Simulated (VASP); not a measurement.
Input of a VASP 6.6.1 run:

Contents of INCAR:

```
SYSTEM = Si16Ag
PREC = Accurate ; ENCUT = 520
EDIFF = 1E-6 ; ISMEAR = 0
SIGMA = 0.02 ; LREAL = Auto
LASPH = .True. ; NELM = 80
ALGO = Normal ; ISIF = 2
LWAVE = .False. ; LCHARG = .False.
GGA = PE ; NELECT = 74.0
NBANDS = 52
```

KPOINTS

```
regular mesh
0
Gamma
  2 2 2
  0 0 0
```

File POSCAR:

```
Si16Ag
1.0
    0.0000000000      5.4700937548     -5.4700937548
    5.4700937548      5.4700937548      0.0000000000
    5.4700937548      0.0000000000     -5.4700937548
Si Ag
16 1
Direct
    0.1320072438      0.1350852532      0.1280391217
    0.1313143855      0.6052122959      0.1283429556
    0.5792154837      0.1428858508      0.1354742776
    0.6325876036      0.6377674052      0.0923443953
    0.1070220231      0.1161363093      0.6612353759
    0.1261720605      0.6297137041      0.6148337032
    0.6205427461      0.1358486771      0.6165148444
    0.6201652389      0.6275055152      0.6168440892
    0.2640928227      0.7459951662      0.2439964578
    0.2153797636      0.2452317200      0.2943542784
    0.7293876812      0.7516019257      0.2471701694
    0.7294254320      0.2724054773      0.2469547252
    0.2479020581      0.7404327387      0.7535443970
    0.2483013200      0.2585371592      0.7532813302
    0.7526066617      0.7631178161      0.7214971401
    0.7271650502      0.2566676300      0.7598811257
   -0.0437231994     -0.0212193804      0.0867529920
```

Potentials or basis: VASP PAW PBE potentials, release 64 (Si, Ag).

Run with:

```console
$ cat potpaw_PBE.64/Si/POTCAR potpaw_PBE.64/Ag/POTCAR > POTCAR
$ mpirun -np 1 vasp_std > vasp.out
```

Q: What does it give for the largest force?

A: 0.057 eV/Å.

Forces in eV/Å, atoms in the order of the input:
```
Si   0.010 -0.007  0.015
Si   0.005 -0.002  0.008
Si  -0.002  0.001 -0.010
Si   0.009 -0.004  0.005
Si   0.004 -0.004 -0.003
Si   0.000 -0.002 -0.001
Si   0.001 -0.009 -0.008
Si   0.005  0.004 -0.007
Si   0.012 -0.013 -0.003
Si  -0.009  0.013  0.010
Si   0.007  0.003 -0.010
Si  -0.013 -0.003 -0.018
Si  -0.004 -0.003 -0.001
Si   0.003  0.000  0.001
Si   0.009 -0.008 -0.010
Si  -0.002  0.003 -0.001
Ag  -0.034  0.033  0.032
```

Caveat: the k points lie up to 0.50 Å⁻¹ apart; the cell carries a net charge on a neutralising background, which shifts energy and pressure.
